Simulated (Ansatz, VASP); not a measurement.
Ca2Sn2N in VASP and in Ansatz

The input INCAR:

```
  ALGO = Normal
  EDIFF = 1E-7
  ENCUT = 520
  GGA = PE
  ISIF = 2
  ISMEAR = 0
  LASPH = True
  LCHARG = True
  LELF = True
  LREAL = False
  LVHAR = True
  LWAVE = False
  NBANDS = 64
  NELM = 60
  PREC = Accurate
  SIGMA = 0.2
```

File KPOINTS:

```
k-points
0
Gamma
  6 4 2
```

Contents of POSCAR:

```
Ca2Sn2N
1.0
   -3.3868747674      0.0000000000      0.0000000000
    0.0000000000      0.0000000000     -5.1611860567
    0.0000000000    -13.4067164792      0.0000000000
Ca Sn N
4 4 2
Direct
    1.0000000000      0.0400962475      0.6193299871
    1.0000000000      0.0400962475      0.1193299871
    1.0000000000      0.0400962475      0.8806700129
    1.0000000000      0.0400962475      0.3806700129
    0.5000000000      0.5269704227      0.0000000000
    0.5000000000      0.5269704227      0.5000000000
    0.5000000000      0.5488480224      0.7500000000
    0.5000000000      0.5488480224      0.2500000000
    0.5000000000      0.1129511798      0.5000000000
    0.5000000000      0.1129511798      0.0000000000
```

Input for Ansatz:

```yaml
crystal:
  lattice:
    - [-3.3868747674, 0.0, 0.0]
    - [0.0, 0.0, -5.1611860567]
    - [0.0, -13.4067164792, 0.0]
  atoms:
    - { symbol: Ca, position: [1.0, 0.0400962475, 0.6193299871] }
    - { symbol: Ca, position: [1.0, 0.0400962475, 0.1193299871] }
    - { symbol: Ca, position: [1.0, 0.0400962475, 0.8806700129] }
    - { symbol: Ca, position: [1.0, 0.0400962475, 0.3806700129] }
    - { symbol: Sn, position: [0.5, 0.5269704227, 0.0] }
    - { symbol: Sn, position: [0.5, 0.5269704227, 0.5] }
    - { symbol: Sn, position: [0.5, 0.5488480224, 0.75] }
    - { symbol: Sn, position: [0.5, 0.5488480224, 0.25] }
    - { symbol: "N", position: [0.5, 0.1129511798, 0.5] }
    - { symbol: "N", position: [0.5, 0.1129511798, 0.0] }
basis:
  ecutwfc: 420
kpoints:
  mp_grid: { grid: [6, 4, 2] }
hamiltonian:
  xc: pbe
scf:
  occupations: { method: gaussian, width: 0.2 }
  lower_state_search: "off"
output:
  forces: true
  stress: true
  eigenvalues: true
```

Alike in both runs: task single point; functional PBE; k mesh 6 × 4 × 2; occupations gaussian, width 0.2 eV; no spin polarisation.

```csv
,VASP,Ansatz
version,VASP 6.6.1,Ansatz 0.2.0
potentials or method,"VASP PAW PBE potentials, release 64 (Ca_sv, Sn_d, N), cutoff 520 eV","scalar-relativistic, plane waves, PAW"
valence electrons in the cell,106,106
```

```tsv
	VASP	Ansatz	Ansatz less VASP
gap on the k mesh at the Fermi level (eV)	none	none	-
pressure (GPa)	0.1	0.0	-0.13
traceless stress, the component that is largest in VASP (GPa)	-0.30	-0.24	+0.061
rms of the force components (eV/Å)	0.029	0.018	-0.0111
```

Atom by atom the forces differ by 0.016 eV/Å (rms over components). A gap of «none» marks a metal or a gap that the smearing closes. The functional is the same, so the differences come from potentials, cutoffs and numerics.
